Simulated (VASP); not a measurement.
# MgBe2Te2O (P-4m2) in VASP: notebook, part 2 of 2

VASP 6.6.1. The steps go on from the part before.

## (5) Relaxation of cell and atoms, PBE

INCAR reads:

```
SYSTEM = MgBe2Te2O
PREC     = Accurate       ! precision mode
ENCUT    = 600            ! plane-wave cutoff, eV
EDIFF    = 1E-7           ! SCF threshold, eV
ISMEAR   = 0              ! smearing method
SIGMA    = 0.1            ! smearing width, eV
LREAL    = .False.        ! projectors in reciprocal space
LASPH    = .True.         ! aspherical terms in the spheres
NELM     = 100            ! most SCF steps
ALGO     = Normal         ! electronic algorithm
ISIF     = 3              ! what is computed and relaxed
LWAVE    = .False.        ! write WAVECAR
LCHARG   = .False.        ! write CHGCAR
GGA      = PE             ! functional
IBRION   = 2              ! ionic algorithm
NSW      = 90             ! ionic steps
EDIFFG   = -0.04          ! ionic threshold
```

KPOINTS reads:

```
regular mesh
0
Gamma
  6 6 2
  0 0 0
```

POSCAR reads:

```
MgBe2Te2O
1.0
    3.3305270129      0.0000000000      0.0000000000
    0.0000000000      3.3305270129      0.0000000000
    0.0000000000      0.0000000000     10.4696602252
Mg Be Te O
1 2 2 1
Direct
    0.0000000000      0.0000000000      0.0000000000
    0.5000000000      0.0000000000      0.5753072364
    0.0000000000      0.5000000000      0.4246927636
    0.5000000000      0.0000000000      0.3375941174
    0.0000000000      0.5000000000      0.6624058826
    0.5000000000      0.5000000000      0.0000000000
```

Potentials or basis: VASP PAW PBE potentials, release 64 (Mg, Be, Te, O).

Launch:

```
$ cat potpaw_PBE.64/Mg/POTCAR potpaw_PBE.64/Be/POTCAR potpaw_PBE.64/Te/POTCAR potpaw_PBE.64/O/POTCAR > POTCAR
$ mpirun -np 1 vasp_std > vasp.out
```

OUTCAR:

```text
SYSTEM = MgBe2Te2O
   PREC = Accurate
   ENCUT = 600
   EDIFF = 1E-7
   ISMEAR = 0
   LREAL = .False.
   LASPH = .True.
   NELM = 100
   ISIF = 3
   GGA = PE
   IBRION = 2
   NSW = 90
   EDIFFG = -0.04

 ion  position               nearest neighbor table
   1  0.000  0.000  0.000-   6 2.36   6 2.36   6 2.36   6 2.36
   2  0.500  0.000  0.575-   4 2.49   5 2.53   5 2.53   5 2.53   5 2.53
   3  0.000  0.500  0.425-   5 2.49   4 2.53   4 2.53   4 2.53   4 2.53
   4  0.500  0.000  0.338-   2 2.49   3 2.53   3 2.53   3 2.53   3 2.53
   5  0.000  0.500  0.662-   3 2.49   2 2.53   2 2.53   2 2.53   2 2.53
   6  0.500  0.500  0.000-   1 2.36   1 2.36   1 2.36   1 2.36

  LATTYP: Found a simple tetragonal cell.
 ALAT       =     3.3305270129
 C/A-ratio  =     3.1435446056

  Lattice vectors:

 A1 = (   3.3305270129,   0.0000000000,   0.0000000000)
 A2 = (   0.0000000000,   3.3305270129,   0.0000000000)
 A3 = (   0.0000000000,   0.0000000000,  10.4696602252)

Analysis of symmetry for initial positions (statically):
=====================================================================
 Subroutine PRICEL returns:
 Original cell was already a primitive cell.

 Routine SETGRP: Setting up the symmetry group for a
 simple tetragonal supercell.

 Subroutine GETGRP returns: Found  8 space group operations
 (whereof  8 operations were pure point group operations)
 out of a pool of 16 trial point group operations.

The static configuration has the point symmetry D_2d.

Analysis of symmetry for dynamics (positions and initial velocities):
=====================================================================
 Subroutine PRICEL returns:
 Original cell was already a primitive cell.

 Routine SETGRP: Setting up the symmetry group for a
 simple tetragonal supercell.

 Subroutine GETGRP returns: Found  8 space group operations
 (whereof  8 operations were pure point group operations)
 out of a pool of 16 trial point group operations.

The dynamic configuration has the point symmetry D_2d.

 Subroutine INISYM returns: Found  8 space group operations
 (whereof  8 operations are pure point group operations),
 and found     1 'primitive' translations

----------------------------------------------------------------------------------------

                                     Primitive cell

  volume of cell :     116.1338

  direct lattice vectors                    reciprocal lattice vectors
     3.330527013  0.000000000  0.000000000     0.300252782  0.000000000  0.000000000
     0.000000000  3.330527013  0.000000000     0.000000000  0.300252782  0.000000000
     0.000000000  0.000000000 10.469660225     0.000000000  0.000000000  0.095514083

  length of vectors
     3.330527013  3.330527013 10.469660225     0.300252782  0.300252782  0.095514083

  position of ions in fractional coordinates (direct lattice)
     0.000000000  0.000000000  0.000000000
     0.500000000  0.000000000  0.575307236
     0.000000000  0.500000000  0.424692764
     0.500000000  0.000000000  0.337594117
     0.000000000  0.500000000  0.662405883
     0.500000000  0.500000000  0.000000000

  ion indices of the primitive-cell ions
   primitive index   ion index
                 1           1
                 2           2
                 3           3
                 4           4
                 5           5
                 6           6

----------------------------------------------------------------------------------------

 KPOINTS: regular mesh

Automatic generation of k-mesh.
 Grid dimensions read from file:
 generate k-points for:    6    6    2

 Generating k-lattice:

  Cartesian coordinates                     Fractional coordinates (reciprocal lattice)
     0.050042130  0.000000000  0.000000000     0.166666667  0.000000000  0.000000000
     0.000000000  0.050042130  0.000000000     0.000000000  0.166666667  0.000000000
     0.000000000  0.000000000  0.047757042     0.000000000  0.000000000  0.500000000

  Length of vectors
     0.050042130  0.050042130  0.047757042

  Shift w.r.t. Gamma in fractional coordinates (k-lattice)
     0.000000000  0.000000000  0.000000000

 Subroutine IBZKPT returns following result:
 ===========================================

 Found     20 irreducible k-points:

 Following reciprocal coordinates:
            Coordinates               Weight
  0.000000  0.000000  0.000000      1.000000
  0.166667  0.000000  0.000000      4.000000
  0.333333  0.000000  0.000000      4.000000
  0.500000  0.000000  0.000000      2.000000
  0.166667  0.166667  0.000000      4.000000
  0.333333  0.166667  0.000000      8.000000
[... 12 lines left out ...]
  0.500000  0.333333  0.500000      4.000000
  0.500000  0.500000  0.500000      1.000000
   k-points           NKPTS =     20   k-points in BZ     NKDIM =     20   number of bands    NBANDS=     16
   number of dos      NEDOS =    301   number of ions     NIONS =      6
   total plane-waves  NPLWV =  65856
   dimension x,y,z NGX =    28 NGY =   28 NGZ =   84
   dimension x,y,z NGXF=    56 NGYF=   56 NGZF=  168
   ions per type =               1   2   2   1
   NGX,Y,Z   is equivalent  to a cutoff of  13.98, 13.98, 13.34 a.u.
   NGXF,Y,Z  is equivalent  to a cutoff of  27.95, 27.95, 26.68 a.u.
 SYSTEM =  MgBe2Te2O
   PREC   = accura    normal or accurate (medium, high low for compatibility)
   ISTART =      0    job   : 0-new  1-cont  2-samecut
   ICHARG =      2    charge: 1-file 2-atom 10-const
   ISPIN  =      1    spin polarized calculation?
   LNONCOLLINEAR =      F non collinear calculations
   LSORBIT =      F    spin-orbit coupling
   LASPH  =      T    aspherical Exc in radial PAW
   ENCUT  =  600.0 eV  44.10 Ry    6.64 a.u.   6.65  6.65 20.91*2*pi/ulx,y,z
   NELM   =    100;   NELMIN=  2; NELMDL= -5     # of ELM steps
   EDIFF  = 0.1E-06   stopping-criterion for ELM
   LREAL  =      F    real-space projection
   EDIFFG = -.4E-01   stopping-criterion for IOM
   NSW    =     90    number of steps for IOM
   IBRION =      2    ionic relax: 0-MD 1-quasi-New 2-CG
   NFREE  =      1    steps in history (QN), initial steepest desc. (CG)
   ISIF   =      3    stress and relaxation
   ISYM   =      2    0-nonsym 1-usesym 2-fastsym
   POTIM  = 0.5000    time-step for ionic-motion
   TEBEG  =    0.0;   TEEND  =   0.0 temperature during run
   PSTRESS=    0.0 pullay stress
   NELECT =      24.0000    total number of electrons
   NUPDOWN=      -1.0000    fix difference up-down
   EMIN   =  10.00;   EMAX   =-10.00  energy-range for DOS
   EFERMI =   0.00;   METHOD = LEGACY
   ISMEAR =     0;   SIGMA  =   0.10  broadening in eV -4-tet -1-fermi 0-gaus
   EFERMI_NEDOS =   21; number of points for ismear=-14 and -15
   IALGO  =     38    algorithm
   IMIX   =      4    mixing-type and parameters
     AMIX     =   0.40;   BMIX     =  1.00
     AMIX_MAG =   1.60;   BMIX_MAG =  1.00
  volume/ion in A,a.u.               =      19.36       130.62
  Fermi-wavevector in a.u.,A,eV,Ry     =   0.967889  1.829046 12.746073  0.936810
  Thomas-Fermi vector in A             =   2.097813
   LORBIT       =      0    0 simple, 1 ext, 2 COOP (PROOUT), +10 PAW based schemes
   GGA     = PE    functional components
   LHFCALC =     F    Hartree Fock is set to
   AEXX    =    0.0000 exact exchange contribution
   IVDW    =     0    specifies the selected vdW correction
   LEPSILON=     F    determine dielectric tensor
   LRPA    =     F    only Hartree local field effects (RPA)
 conjugate gradient relaxation of ions
 non-spin polarized calculation
 Gauss-broadening in eV      SIGMA  =   0.10
  energy-cutoff  :      600.00
  volume of cell :      116.13
 maximum number of plane-waves:      3912
 NGX is ok and might be reduce to    28
   NGX = 13   NGY = 13   NGZ = 41

--------------------------------------- Ionic step        1  -------------------------------------------

 number of electron      24.0000000 magnetization

 Free energy of the ion-electron system (eV)
  ---------------------------------------------------
  ext. energy  EPLUGINS =         0.00000000
  ---------------------------------------------------
  free energy    TOTEN  =       -22.53232782 eV

  energy without entropy =      -22.52263949  energy(sigma->0) =      -22.52748365

------------------------ aborting loop because EDIFF is reached ----------------------------------------

  FORCE on cell =-STRESS in cart. coord.  units (eV):
  Direction    XX          YY          ZZ          XY          YZ          ZX
  --------------------------------------------------------------------------------------
  -------------------------------------------------------------------------------------
  Total       -0.0595864     -0.0595864     -0.6838492      0.0000000      0.0000000      0.0000000
  in kB       -0.8220525     -0.8220525     -9.4343600      0.0000000      0.0000000      0.0000000
  external PRESSURE =      -3.6928217 kB  Pullay stress =       0.0000000 kB
[... 185 lines left out ...]
  energy  without entropy=      -22.5409190958  energy(sigma->0) =      -22.54440536

--------------------------------------- Ionic step        6  -------------------------------------------

 number of electron      24.0000000 magnetization

 Free energy of the ion-electron system (eV)
  ---------------------------------------------------
  ext. energy  EPLUGINS =         0.00000000
  ---------------------------------------------------
  free energy    TOTEN  =       -22.54816633 eV

  energy without entropy =      -22.54128429  energy(sigma->0) =      -22.54472531

 E-fermi :   5.4954     XC(G=0):  -9.1414

 val. band max:        5.3088427393   @ k =   0.5000   0.3333   0.5000
 cond. band min:       5.4954202371   @ k =   0.1667   0.0000   0.0000
 fundamental gap:      0.1865774978
 Fermi energy:         5.4953548911

 k-point     1 :       0.0000    0.0000    0.0000
  band No.  band energies     occupation
      1     -11.1919      2.00000
      2      -8.9360      2.00000
      3      -7.9760      2.00000
      4      -1.3951      2.00000
      5       1.5228      2.00000
      6       3.5025      2.00000
[... 8 lines left out ...]
     15       8.2947      0.00000
     16       9.2415      0.00000
[... 392 lines left out ...]
  FREE ENERGIE OF THE ION-ELECTRON SYSTEM (eV)
  ---------------------------------------------------
  free  energy   TOTEN  =       -22.5481663288 eV

  energy  without entropy=      -22.5412842891  energy(sigma->0) =      -22.54472531

 reached required accuracy - stopping structural energy minimisation
```

It took 3 min on 1 thread of Intel Xeon 6975P-C, shared host; peak memory 0.29 GiB.

What came out:

* Free energy: -22.5482 eV
* Relaxed volume: 19.10 Å³/atom
* Relaxed cell: a = 3.314 Å, b = 3.314 Å, c = 10.435 Å, α = 90.00°, β = 90.00°, γ = 90.00°
* Space group after relaxing (to 0.05 Å): P-4m2 (No. 115)
* Energy gained by relaxing: 2.6 meV/atom
* Ionic steps: 6
* Pressure after relaxing: 0.2 GPa
* Largest force after relaxing: 0.033 eV/Å
* Band gap on the k mesh: zero (band 12 reaches 6.46 eV, above the bottom of band 13 at 4.69 eV)

Forces in eV/Å, atoms in the order of the input:
```
Mg   0.000  0.000  0.000
Be   0.000  0.000 -0.008
Be   0.000  0.000  0.008
Te   0.000  0.000  0.033
Te   0.000  0.000 -0.033
O    0.000  0.000  0.000
```

Step by step:
| step | energy change (eV) | largest force (eV/Å) | pressure (GPa) | volume (Å³) |
| --- | --- | --- | --- | --- |
| 1 | 0.0000 | 0.2598 | -0.37 | 116.13 |
| 2 | -0.0076 | 0.1758 | -0.02 | 115.38 |
| 3 | -0.0084 | 0.1326 | 0.15 | 115.05 |
| 4 | -0.0125 | 0.0857 | 0.04 | 115.06 |
| 5 | -0.0156 | 0.0183 | -0.17 | 115.08 |
| 6 | -0.0158 | 0.0327 | 0.19 | 114.58 |

Final structure:
```cif
data_structure
_symmetry_space_group_name_H-M 'P 1'
_symmetry_Int_Tables_number 1
_cell_length_a 3.3137
_cell_length_b 3.3137
_cell_length_c 10.4347
_cell_angle_alpha 90.000
_cell_angle_beta 90.000
_cell_angle_gamma 90.000
_cell_volume 114.58
loop_
_atom_site_label
_atom_site_type_symbol
_atom_site_fract_x
_atom_site_fract_y
_atom_site_fract_z
_atom_site_occupancy
Mg1 Mg 0.00000 0.00000 0.00000 1
Be1 Be 0.50000 0.00000 0.56977 1
Be2 Be 0.00000 0.50000 0.43023 1
Te1 Te 0.50000 0.00000 0.33680 1
Te2 Te 0.00000 0.50000 0.66320 1
O1 O 0.50000 0.50000 0.00000 1
```

Caveat: spin-orbit coupling is left out, which moves the levels of the heavy elements.

## (6) Relaxation of cell and atoms, PBE

INCAR reads:

```
SYSTEM = MgBe2Te2O
PREC     = Accurate       ! precision mode
ENCUT    = 600            ! plane-wave cutoff, eV
EDIFF    = 1E-6           ! SCF threshold, eV
ISMEAR   = 0              ! smearing method
SIGMA    = 0.1            ! smearing width, eV
LREAL    = .FALSE.        ! projectors in reciprocal space
LASPH    = .TRUE.         ! aspherical terms in the spheres
NELM     = 80             ! most SCF steps
ALGO     = Normal         ! electronic algorithm
ISIF     = 3              ! what is computed and relaxed
LWAVE    = .FALSE.        ! write WAVECAR
LCHARG   = .FALSE.        ! write CHGCAR
GGA      = PE             ! functional
IBRION   = 2              ! ionic algorithm
NSW      = 100            ! ionic steps
EDIFFG   = -0.01          ! ionic threshold
```

KPOINTS reads:

```
Automatic mesh
0
G
  12 12 4
  0 0 0
```

POSCAR reads:

```
MgBe2Te2O
1.0
    3.3199967967      0.0000000000      0.0000000000
    0.0000000000      3.3199967967      0.0000000000
    0.0000000000      0.0000000000     10.5470148249
Mg Be Te O
1 2 2 1
Direct
    0.0000000000      0.0000000000      0.0000000000
    0.5000000000      0.0000000000      0.5694505613
    0.0000000000      0.5000000000      0.4305494387
    0.5000000000      0.0000000000      0.3392178976
    0.0000000000      0.5000000000      0.6607821024
    0.5000000000      0.5000000000      0.0000000000
```

Potentials or basis: VASP PAW PBE potentials, release 64 (Mg, Be, Te, O).

Launch:

```
$ cat potpaw_PBE.64/Mg/POTCAR potpaw_PBE.64/Be/POTCAR potpaw_PBE.64/Te/POTCAR potpaw_PBE.64/O/POTCAR > POTCAR
$ mpirun -np 1 vasp_std > vasp.out
```

Wall time 6.6 min (1 thread of Intel Xeon 6975P-C, shared host); peak memory 0.44 GiB.

Results (log left out):

| Quantity | Value |
| --- | --- |
| Free energy | -22.4816 eV |
| Relaxed volume | 19.50 Å³/atom |
| Relaxed cell | a = 3.330 Å, b = 3.330 Å, c = 10.551 Å, α = 90.00°, β = 90.00°, γ = 90.00° |
| Space group after relaxing (to 0.05 Å) | P-4m2 (No. 115) |
| Energy gained by relaxing | 0.3 meV/atom |
| Ionic steps | 6 |
| Pressure after relaxing | 0.0 GPa |
| Band gap on the k mesh | zero (band 12 reaches 6.47 eV, above the bottom of band 13 at 4.46 eV) |

Forces on the atoms (eV/Å):
```
Mg   0.000  0.000  0.000
Be   0.000  0.000 -0.003
Be   0.000  0.000  0.003
Te   0.000  0.000 -0.002
Te   0.000  0.000  0.002
O    0.000  0.000  0.000
```

Step by step:
| step | energy change (eV) | largest force (eV/Å) | pressure (GPa) | volume (Å³) |
| --- | --- | --- | --- | --- |
| 1 | 0.0000 | 0.0327 | 0.44 | 116.25 |
| 2 | -0.0011 | 0.0358 | -0.13 | 117.16 |
| 3 | -0.0012 | 0.0353 | -0.02 | 116.97 |
| 4 | -0.0013 | 0.0294 | -0.01 | 116.97 |
| 5 | -0.0015 | 0.0186 | 0.00 | 116.98 |
| 6 | -0.0015 | 0.0029 | 0.00 | 117.00 |

Final structure:
```
CELL_PARAMETERS angstrom
3.33000 0.00000 0.00000
0.00000 3.33000 0.00000
0.00000 0.00000 10.55076
ATOMIC_POSITIONS crystal
Mg 0.00000 0.00000 0.00000
Be 0.50000 0.00000 0.57042
Be 0.00000 0.50000 0.42958
Te 0.50000 0.00000 0.33933
Te 0.00000 0.50000 0.66067
O 0.50000 0.50000 0.00000
```

Levels at points of the mesh, in eV from the Fermi level:
```csv
k point,band 8,band 9,band 10,band 11,band 12,band 13,band 14,band 15,band 16
"(0.00, 0.00, 0.00)",-1.80,-1.80,-1.67,-0.42,-0.42,0.06,2.15,2.74,3.72
"(0.50, 0.00, 0.00)",-3.75,-1.76,-1.68,0.87,0.89,1.55,2.41,3.71,3.73
"(0.50, 0.50, 0.00)",-3.46,-3.46,-2.99,-2.99,-1.33,-0.78,-0.78,1.20,1.58
"(0.00, 0.00, 0.50)",-2.02,-1.82,-1.82,-0.41,-0.41,0.98,2.07,2.20,3.51
"(0.50, 0.00, 0.50)",-3.95,-1.68,-1.63,0.87,0.89,1.85,1.99,3.56,3.71
"(0.50, 0.50, 0.50)",-3.48,-3.48,-2.95,-2.95,-1.37,-0.81,-0.81,1.34,1.68
```

Caveat: spin-orbit coupling is left out, which moves the levels of the heavy elements.

## (7) Summary

```tsv
task	cell	k mesh	cutoff (eV)	gap on the mesh (eV)	pressure (GPa)	relaxed volume (Å³/atom)	largest force (eV/Å)
single point	a = 3.320, b = 3.320, c = 10.547 Å, 6 atoms	6 × 6 × 2	520	none	0.0	-	0.03
relaxation of cell and atoms	relaxed from a = 4.100, b = 4.100, c = 6.944 Å, 6 atoms	4 × 4 × 4	600	none	0.0	18.13	0.03
single point	a = 3.331, b = 3.331, c = 10.560 Å, 6 atoms	12 × 12 × 4	520	none	0.1	-	0.04
relaxation of cell and atoms	relaxed from a = 3.331, b = 3.331, c = 10.470 Å, 6 atoms	6 × 6 × 2	600	none	0.2	19.10	0.03
relaxation of cell and atoms	relaxed from a = 3.320, b = 3.320, c = 10.547 Å, 6 atoms	12 × 12 × 4	600	none	0.0	19.50	-
```

Alike in all rows: level PBE; potentials or basis VASP PAW PBE potentials, release 64 (Mg, Be, Te, O); no spin polarisation; smearing gaussian 0.1 eV.

Caveats: some runs use coarse meshes; spin-orbit coupling is left out, which moves the levels of the heavy elements.

Absolute energies hang on the potentials; compare differences alone.
